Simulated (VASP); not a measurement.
Input of a VASP 6.6.1 run:

The input INCAR:

```
SYSTEM = SrY4
PREC = Accurate
ENCUT = 400
EDIFF = 1E-6
ISMEAR = -1
SIGMA = 0.1482
LREAL = Auto
LASPH = .TRUE.
NELM = 120
ALGO = Normal
ISIF = 2
LWAVE = .FALSE.
LCHARG = .FALSE.
GGA = PE
ISYM = -1
NBANDS = 124
GGA_COMPAT = .FALSE.
```

KPOINTS

```
explicit points
1
Reciprocal
  0.25000000   0.25000000   0.25000000 1
```

File POSCAR:

```
SrY4
1.0
    8.8840720000      0.1002130000     -0.0465070000
    0.1002130000      9.6010150000      0.2621380000
   -0.0465070000      0.2621380000      8.8911790000
Y Sr
16 4
Direct
    1.0222666992      0.9256407224      0.1719137529
    0.6123061403      0.5261078239      0.9436360092
    0.8854107115      0.3744754813      0.7010949327
    0.7639010861      0.1554074921      0.9698346573
    0.9604677467      0.7241420343      0.4814987224
    0.7611465026      0.0941869895      0.4411398816
    0.7660908710      0.8712996121      0.7585740710
    0.9479244158      0.6706930494      0.9837857259
    0.4246012691      0.2823395681      0.1419214484
    0.3049743648      0.5708554964      0.2085139130
    0.1876147872      0.2815075020      0.3996170347
    0.7121931957      0.8137301167      0.2070433385
    0.1079688890      0.2492934558      0.0428930765
    0.0446350880      0.0467697136      0.6931702449
    0.5607648436      0.6245894487      0.5157337246
    0.7907761769      0.4438327475      0.2399273706
    0.3387642951      0.9061584370      0.4192969628
    0.2397574572      0.5770158354      0.7430494452
    0.4892859352      0.2402660103      0.6790645391
    0.4091196220      0.9411329754      0.0329829385
```

Potentials or basis: VASP PAW PBE potentials, release 64 (Y_sv, Sr_sv).

Launch:

```bash
$ cat potpaw_PBE.64/Y_sv/POTCAR potpaw_PBE.64/Sr_sv/POTCAR > POTCAR
$ mpirun -np 1 vasp_std > vasp.out
```

(1) Estimate the pressure.

(2) Predict the largest force.

## Answers

(1) 0.2 GPa.

(2) 2.102 eV/Å.

Caveat: the atoms stand as in a frame of molecular dynamics.
